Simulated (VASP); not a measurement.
# ZnWBr6 (Fm-3m) in VASP: notebook

The runs below take ZnWBr6 through single point, with PBE.

Program: VASP 6.6.1. These are calculated values, not measurements. Logs are shortened: lines on timing, memory, paths and dates and some standing lists are left out, and cuts for length are marked.

### 1 The cell of the first run

Symmetry: Fm-3m, No. 225, cubic system. Conventional cell: a = 10.401 Å, b = 10.401 Å, c = 10.401 Å, α = 90.00°, β = 90.00°, γ = 90.00°. Within 3.5 Å of Zn (site symmetry m-3m) lie 6 Br at 2.66 Å. W (site symmetry m-3m) has 6 Br at 2.54 Å within 3.3 Å. Br (site symmetry 4mm) has 1 W at 2.54 Å and 1 Zn at 2.66 Å within 3.3 Å.

### 2 Single point, PBE, collinear spin, ferromagnetic start

INCAR reads:

```
PREC = Accurate ; ENCUT = 520
EDIFF = 1E-7 ; ISMEAR = 0
SIGMA = 0.1 ; LREAL = F
LASPH = T ; NELM = 150
ALGO = Normal ; ISIF = 2
LWAVE = F ; LCHARG = F
ISPIN = 2 ; MAGMOM = 0 1.29 0 0 0 0 0 0
LORBIT = 11 ; LMAXMIX = 4
GGA = PE ; NBANDS = 48
```

KPOINTS reads:

```
regular mesh
0
Gamma
  6 6 6
```

POSCAR reads:

```
ZnWBr6
1.0
    0.0000000000      5.2004020201      5.2004020201
    5.2004020201      0.0000000000      5.2004020201
    5.2004020201      5.2004020201      0.0000000000
Zn W Br
1 1 6
Direct
    0.5000000000      0.5000000000      0.5000000000
    0.0000000000      0.0000000000      0.0000000000
    0.2440300906      0.2440300906      0.7559699094
    0.7559699094      0.7559699094      0.2440300906
    0.2440300906      0.7559699094      0.7559699094
    0.2440300906      0.7559699094      0.2440300906
    0.7559699094      0.2440300906      0.2440300906
    0.7559699094      0.2440300906      0.7559699094
```

Potentials or basis: VASP PAW PBE potentials, release 64 (Zn, W_sv, Br).

Launch:

```bash
cat potpaw_PBE.64/Zn/POTCAR potpaw_PBE.64/W_sv/POTCAR potpaw_PBE.64/Br/POTCAR > POTCAR
mpirun -np 1 vasp_std > vasp.out
```

OUTCAR:

```text
PREC = Accurate
   ENCUT = 520
   EDIFF = 1E-7
   ISMEAR = 0
   LREAL = F
   LASPH = T
   NELM = 150
   ISIF = 2
   ISPIN = 2
   LORBIT = 11
   GGA = PE

 ion  position               nearest neighbor table
   1  0.500  0.500  0.500-   3 2.66   4 2.66   5 2.66   6 2.66   7 2.66   8 2.66
   2  0.000  0.000  0.000-   3 2.54   4 2.54   5 2.54   6 2.54   7 2.54   8 2.54
   3  0.244  0.244  0.756-   2 2.54   1 2.66
   4  0.756  0.756  0.244-   2 2.54   1 2.66
   5  0.244  0.756  0.756-   2 2.54   1 2.66
   6  0.244  0.756  0.244-   2 2.54   1 2.66
   7  0.756  0.244  0.244-   2 2.54   1 2.66
   8  0.756  0.244  0.756-   2 2.54   1 2.66

  LATTYP: Found a face centered cubic cell.
 ALAT       =    10.4008040402

  Lattice vectors:

 A1 = (   0.0000000000,   5.2004020201,   5.2004020201)
 A2 = (   5.2004020201,   0.0000000000,   5.2004020201)
 A3 = (   5.2004020201,   5.2004020201,   0.0000000000)

Analysis of symmetry for initial positions (statically):
=====================================================================
 Subroutine PRICEL returns:
 Original cell was already a primitive cell.

 Routine SETGRP: Setting up the symmetry group for a
 face centered cubic supercell.

 Subroutine GETGRP returns: Found 48 space group operations
 (whereof 48 operations were pure point group operations)
 out of a pool of 48 trial point group operations.

The static configuration has the point symmetry O_h .

Analysis of symmetry for dynamics (positions and initial velocities):
=====================================================================
 Subroutine PRICEL returns:
 Original cell was already a primitive cell.

 Routine SETGRP: Setting up the symmetry group for a
 face centered cubic supercell.

 Subroutine GETGRP returns: Found 48 space group operations
 (whereof 48 operations were pure point group operations)
 out of a pool of 48 trial point group operations.

The dynamic configuration has the point symmetry O_h .

Analysis of structural, dynamic, and magnetic symmetry:
=====================================================================
 Subroutine PRICEL returns:
 Original cell was already a primitive cell.

 Routine SETGRP: Setting up the symmetry group for a
 face centered cubic supercell.

 Subroutine GETGRP returns: Found 48 space group operations
 (whereof 48 operations were pure point group operations)
 out of a pool of 48 trial point group operations.

The overall configuration has the point symmetry O_h .

 Subroutine INISYM returns: Found 48 space group operations
 (whereof 48 operations are pure point group operations),
 and found     1 'primitive' translations

----------------------------------------------------------------------------------------

                                     Primitive cell

  volume of cell :     281.2812

  direct lattice vectors                    reciprocal lattice vectors
     0.000000000  5.200402020  5.200402020    -0.096146413  0.096146413  0.096146413
     5.200402020  0.000000000  5.200402020     0.096146413 -0.096146413  0.096146413
     5.200402020  5.200402020  0.000000000     0.096146413  0.096146413 -0.096146413

  length of vectors
     7.354479067  7.354479067  7.354479067     0.166530472  0.166530472  0.166530472

  position of ions in fractional coordinates (direct lattice)
     0.500000000  0.500000000  0.500000000
     0.000000000  0.000000000  0.000000000
     0.244030091  0.244030091  0.755969909
     0.755969909  0.755969909  0.244030091
     0.244030091  0.755969909  0.755969909
     0.244030091  0.755969909  0.244030091
     0.755969909  0.244030091  0.244030091
     0.755969909  0.244030091  0.755969909

  ion indices of the primitive-cell ions
   primitive index   ion index
                 1           1
                 2           2
                 3           3
                 4           4
                 5           5
                 6           6
                 7           7
[... 44 lines left out ...]
 -0.333333  0.333333  0.166667     24.000000
 -0.333333  0.500000  0.166667     12.000000
   k-points           NKPTS =     16   k-points in BZ     NKDIM =     16   number of bands    NBANDS=     48
   number of dos      NEDOS =    301   number of ions     NIONS =      8
   total plane-waves  NPLWV = 175616
   dimension x,y,z NGX =    56 NGY =   56 NGZ =   56
   dimension x,y,z NGXF=   112 NGYF=  112 NGZF=  112
   ions per type =               1   1   6
   NGX,Y,Z   is equivalent  to a cutoff of  12.66, 12.66, 12.66 a.u.
   NGXF,Y,Z  is equivalent  to a cutoff of  25.32, 25.32, 25.32 a.u.
 SYSTEM =  unknown system
   PREC   = accura    normal or accurate (medium, high low for compatibility)
   ISTART =      0    job   : 0-new  1-cont  2-samecut
   ICHARG =      2    charge: 1-file 2-atom 10-const
   ISPIN  =      2    spin polarized calculation?
   LNONCOLLINEAR =      F non collinear calculations
   LSORBIT =      F    spin-orbit coupling
   LASPH  =      T    aspherical Exc in radial PAW
   ENCUT  =  520.0 eV  38.22 Ry    6.18 a.u.  13.67 13.67 13.67*2*pi/ulx,y,z
   NELM   =    150;   NELMIN=  2; NELMDL= -5     # of ELM steps
   EDIFF  = 0.1E-06   stopping-criterion for ELM
   LREAL  =      F    real-space projection
   EDIFFG = 0.1E-05   stopping-criterion for IOM
   NSW    =      0    number of steps for IOM
   IBRION =     -1    ionic relax: 0-MD 1-quasi-New 2-CG
   NFREE  =      0    steps in history (QN), initial steepest desc. (CG)
   ISIF   =      2    stress and relaxation
   ISYM   =      2    0-nonsym 1-usesym 2-fastsym
   POTIM  = 0.5000    time-step for ionic-motion
   TEBEG  =    0.0;   TEEND  =   0.0 temperature during run
   PSTRESS=    0.0 pullay stress
   NELECT =      68.0000    total number of electrons
   NUPDOWN=      -1.0000    fix difference up-down
   EMIN   =  10.00;   EMAX   =-10.00  energy-range for DOS
   EFERMI =   0.00;   METHOD = LEGACY
   ISMEAR =     0;   SIGMA  =   0.10  broadening in eV -4-tet -1-fermi 0-gaus
   EFERMI_NEDOS =   21; number of points for ismear=-14 and -15
   IALGO  =     38    algorithm
   IMIX   =      4    mixing-type and parameters
     AMIX     =   0.40;   BMIX     =  1.00
     AMIX_MAG =   1.60;   BMIX_MAG =  1.00
  volume/ion in A,a.u.               =      35.16       237.27
  Fermi-wavevector in a.u.,A,eV,Ry     =   1.019837  1.927213 14.150985  1.040068
  Thomas-Fermi vector in A             =   2.153373
   LORBIT       =     11    0 simple, 1 ext, 2 COOP (PROOUT), +10 PAW based schemes
   GGA     = PE    functional components
   LHFCALC =     F    Hartree Fock is set to
   AEXX    =    0.0000 exact exchange contribution
   IVDW    =     0    specifies the selected vdW correction
   LEPSILON=     F    determine dielectric tensor
   LRPA    =     F    only Hartree local field effects (RPA)
 spin polarized calculation
 Gauss-broadening in eV      SIGMA  =   0.10
  energy-cutoff  :      520.00
  volume of cell :      281.28
 maximum number of plane-waves:      7631
   NGX = 27   NGY = 27   NGZ = 27

 number of electron      67.9999987 magnetization       1.8663072

 Free energy of the ion-electron system (eV)
  ---------------------------------------------------
  ext. energy  EPLUGINS =         0.00000000
  ---------------------------------------------------
  free energy    TOTEN  =       -26.42971747 eV

  energy without entropy =      -26.39640834  energy(sigma->0) =      -26.41306290

 E-fermi :   0.3399     XC(G=0):  -7.4865

 val. band max:        0.3395539037   @ k =   0.3333   0.1667   0.0000
 cond. band min:       0.3549919147   @ k =  -0.3333   0.1667   0.0000
 fundamental gap:      0.0154380111
 Fermi energy:         0.3398950064

 spin component 1

 k-point     1 :       0.0000    0.0000    0.0000
  band No.  band energies     occupation
      1     -75.2271      1.00000
      2     -39.4900      1.00000
      3     -39.4900      1.00000
      4     -39.4900      1.00000
      5     -15.2301      1.00000
      6     -14.4829      1.00000
[... 773 lines left out ...]
     45       7.1647      0.00000
     46       7.5520      0.00000
 Fermi energy:         0.3398950064

 spin component 2

 k-point     1 :       0.0000    0.0000    0.0000
  band No.  band energies     occupation
      1     -74.5622      1.00000
      2     -38.5980      1.00000
      3     -38.5980      1.00000
      4     -38.5980      1.00000
      5     -15.1922      1.00000
      6     -14.4660      1.00000
[... 773 lines left out ...]
     45       7.1603      0.00000
     46       7.6340      0.00000
 [bands above 46 left out]

------------------------ aborting loop because EDIFF is reached ----------------------------------------

  FORCE on cell =-STRESS in cart. coord.  units (eV):
  Direction    XX          YY          ZZ          XY          YZ          ZX
  --------------------------------------------------------------------------------------
  -------------------------------------------------------------------------------------
  Total        0.0896641      0.0896641      0.0896641      0.0000000      0.0000000     -0.0000000
  in kB        0.5107265      0.5107265      0.5107265      0.0000000      0.0000000     -0.0000000
  external PRESSURE =       0.5107265 kB  Pullay stress =       0.0000000 kB

 VOLUME and BASIS-vectors are now :
 -----------------------------------------------------------------------------
  energy-cutoff  :      520.00
  volume of cell :      281.28
      direct lattice vectors                 reciprocal lattice vectors
     0.000000000  5.200402020  5.200402020    -0.096146413  0.096146413  0.096146413
     5.200402020  0.000000000  5.200402020     0.096146413 -0.096146413  0.096146413
     5.200402020  5.200402020  0.000000000     0.096146413  0.096146413 -0.096146413

 POSITION                                       TOTAL-FORCE (eV/Angst)
 -----------------------------------------------------------------------------------
      5.20040      5.20040      5.20040         0.000000      0.000000     -0.000000
      0.00000      0.00000      0.00000         0.000000      0.000000     -0.000000
      5.20040      5.20040      2.53811         0.000000      0.000000      0.007290
      5.20040      5.20040      7.86269         0.000000      0.000000     -0.007290
      7.86269      5.20040      5.20040        -0.007290      0.000000     -0.000000
      5.20040      2.53811      5.20040         0.000000      0.007290     -0.000000
      2.53811      5.20040      5.20040         0.007290      0.000000     -0.000000
      5.20040      7.86269      5.20040         0.000000     -0.007290     -0.000000
 -----------------------------------------------------------------------------------
    total drift:                                0.000000     -0.000000     -0.000000

  FREE ENERGIE OF THE ION-ELECTRON SYSTEM (eV)
  ---------------------------------------------------
  free  energy   TOTEN  =       -26.4297174686 eV

  energy  without entropy=      -26.3964083373  energy(sigma->0) =      -26.41306290

 total charge

# of ion       s       p       d       tot
------------------------------------------
    1        0.456   0.249   9.807  10.512
    2        2.297   6.210   3.177  11.684
    3        1.611   3.233   0.022   4.866
    4        1.611   3.233   0.022   4.866
    5        1.611   3.233   0.022   4.866
    6        1.611   3.233   0.022   4.866
    7        1.611   3.233   0.022   4.866
    8        1.611   3.233   0.022   4.866
--------------------------------------------------
tot         12.421  25.859  13.114  51.394

 magnetization (x)

# of ion       s       p       d       tot
------------------------------------------
    1        0.042   0.002   0.000   0.044
    2        0.025   0.015   1.328   1.368
    3        0.002   0.004   0.006   0.012
    4        0.002   0.004   0.006   0.012
    5        0.002   0.004   0.006   0.012
    6        0.002   0.004   0.006   0.012
    7        0.002   0.004   0.006   0.012
    8        0.002   0.004   0.006   0.012
--------------------------------------------------
tot          0.079   0.042   1.365   1.486
```

Run time: 5.7 min. Hardware: 1 thread of Intel Xeon 6975P-C (Granite Rapids), shared host; peak memory 0.77 GiB.

What came out:

| Item | Value |
| --- | --- |
| Free energy | -26.4297 eV |
| Pressure | 0.1 GPa |
| Largest force | 0.007 eV/Å |
| Net moment | 1.87 μB per cell |
| Site moments | Zn +0.04; W +1.37; Br +0.01 μB |
| Valence electrons inside the program's atomic spheres | Zn 10.51; W 11.68; Br 4.87 |

Forces in eV/Å, atoms in the order of the input:
```
Zn   0.000  0.000  0.000
W    0.000  0.000  0.000
Br   0.000  0.000  0.007
Br   0.000  0.000 -0.007
Br  -0.007  0.000  0.000
Br   0.000  0.007  0.000
Br   0.007  0.000  0.000
Br   0.000 -0.007  0.000
```

Caveat: spin-orbit coupling is left out, which moves the levels of the heavy elements.

### 3 Single point, PBE, collinear spin, ferrimagnetic start

This run uses another cell than the first one, of 39.64 Å³/atom, 1.127 times its volume.

INCAR reads:

```
SYSTEM = ZnWBr6
PREC     = Accurate       ! precision mode
ENCUT    = 520            ! plane-wave cutoff, eV
EDIFF    = 1E-7           ! SCF threshold, eV
ISMEAR   = 0              ! smearing method
SIGMA    = 0.1            ! smearing width, eV
LREAL    = .False.        ! projectors in reciprocal space
LASPH    = .True.         ! aspherical terms in the spheres
NELM     = 150            ! most SCF steps
ALGO     = Normal         ! electronic algorithm
ISIF     = 2              ! what is computed and relaxed
LWAVE    = .False.        ! write WAVECAR
LCHARG   = .False.        ! write CHGCAR
ISPIN    = 2              ! spin polarisation
MAGMOM   = 0.01 1.57 -0.01 -0.01 -0.01 -0.01 -0.01 -0.01 ! initial moments
LORBIT   = 11             ! projections on sites
LMAXMIX  = 4              ! l up to which the mixer works
GGA      = PE             ! functional
NBANDS   = 48             ! bands
```

KPOINTS reads:

```
Automatic mesh
0
Gamma
  4 4 4
  0 0 0
```

POSCAR reads:

```
ZnWBr6
1.0
    0.0000000000      5.4123842100      5.4123842100
    5.4123842100      0.0000000000      5.4123842100
    5.4123842100      5.4123842100      0.0000000000
Zn W Br
1 1 6
Direct
    0.5000000000      0.5000000000      0.5000000000
    0.0000000000      0.0000000000      0.0000000000
    0.2500639900      0.2500639900      0.7499360100
    0.7499360100      0.7499360100      0.2500639900
    0.2500639900      0.7499360100      0.7499360100
    0.2500639900      0.7499360100      0.2500639900
    0.7499360100      0.2500639900      0.2500639900
    0.7499360100      0.2500639900      0.7499360100
```

Potentials or basis: VASP PAW PBE potentials, release 64 (Zn, W_sv, Br).

Launch:

```bash
cat potpaw_PBE.64/Zn/POTCAR potpaw_PBE.64/W_sv/POTCAR potpaw_PBE.64/Br/POTCAR > POTCAR
mpirun -np 1 vasp_std > vasp.out
```

Run time: 3.6 min. Hardware: 1 thread of Intel Xeon 6975P-C (Granite Rapids), shared host; peak memory 0.76 GiB.

It converged, with:

```
Free energy                                           : -25.6612 eV
Pressure                                              : -4.2 GPa
Largest force                                         : 1.044 eV/Å
Net moment                                            : 1.88 μB per cell
Site moments                                          : Zn +0.01; W +1.57; Br -0.01 μB
Valence electrons inside the program's atomic spheres : Zn 10.46; W 11.44; Br 4.82
```

Forces on the atoms (eV/Å):
```
Zn   0.000  0.000  0.000
W    0.000  0.000  0.000
Br   0.000  0.000 -1.044
Br   0.000  0.000  1.044
Br   1.044  0.000  0.000
Br   0.000 -1.044  0.000
Br  -1.044  0.000  0.000
Br   0.000  1.044  0.000
```

Levels at points of the mesh, in eV from the Fermi level:
Spin up:
```csv
k point,band 33,band 34,band 35,band 36,band 37,band 38,band 39,band 40
"(0.00, 0.00, 0.00)",-0.83,-0.41,-0.33,-0.33,-0.33,2.27,2.27,4.81
"(0.50, 0.00, 0.00)",-1.18,-0.22,-0.07,-0.07,1.47,1.47,1.74,3.02
"(0.50, 0.50, 0.00)",-0.84,-0.61,-0.33,0.21,0.21,2.27,3.84,5.23
```
Spin down:
```
           k point  band 30  band 31  band 32  band 33  band 34  band 35  band 36  band 37
(0.00, 0.00, 0.00)    -1.39    -0.83    -0.83    -0.83    -0.07     0.91     0.91     0.91
(0.50, 0.00, 0.00)    -1.22    -1.22    -1.21    -1.17     0.97     1.10     1.10     1.82
(0.50, 0.50, 0.00)    -1.63    -1.43    -1.43    -0.83    -0.16     0.92     1.33     1.33
```

Caveat: spin-orbit coupling is left out, which moves the levels of the heavy elements; forces of over 1 eV/Å act on the atoms, so gaps and moduli don't describe the material at rest.
